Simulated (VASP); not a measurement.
Input of a VASP 6.6.1 run:

The input POSCAR:

```
MoS2
1.0
    1.5330636666      0.8851147206      5.4883622395
   -1.5330636666      0.8851147206      5.4883622395
    0.0000000000     -1.7702294412      5.4883622395
Mo S
1 2
Direct
   -0.0000242126     -0.0000242126     -0.0000242126
    0.4277821299      0.4277821299      0.4277821299
    0.2392420827      0.2392420827      0.2392420827
```

Contents of INCAR.step1:

```
SYSTEM = MoS2
  PREC = Accurate
  ENCUT = 520
  ISMEAR = -1
  SIGMA = 0.05
  LREAL = .False.
  LASPH = .True.
  NELM = 60
  NBANDS = 20
  GGA = PE
  ALGO = Normal
  EDIFF = 1E-4
  LWAVE = .True.
  LCHARG = .False.
```

INCAR.step2

```
SYSTEM = MoS2
  PREC = Accurate
  ENCUT = 520
  EDIFF = 1E-6
  ISMEAR = -1
  SIGMA = 0.05
  LREAL = .False.
  LASPH = .True.
  NELM = 60
  ALGO = Normal
  ISIF = 2
  LWAVE = .False.
  LCHARG = .True.
  METAGGA = R2SCAN
  LMIXTAU = .True.
  LELF = .True.
  LVHAR = .True.
  NBANDS = 20
  ISTART = 1
```

Contents of KPOINTS:

```
regular mesh
0
Gamma
  10 10 10
  0 0 0
```

Potentials or basis: VASP PAW PBE potentials, release 64 (Mo_sv, S).

The run is started by

```sh
$ cat potpaw_PBE.64/Mo_sv/POTCAR potpaw_PBE.64/S/POTCAR > POTCAR
$ cp INCAR.step1 INCAR
$ mpirun -np 1 vasp_std > vasp.out
$ cp INCAR.step2 INCAR
$ mpirun -np 1 vasp_std > vasp.out
```

(1) Estimate the pressure.

(2) Estimate the band gap on the k mesh.

Answers

(1) 20.1 GPa.

(2) 0.27 eV (least direct gap 1.69 eV).

Caveat: the cell stands under pressure; the PAW data sets were made with another functional, which shifts forces and pressure a little.
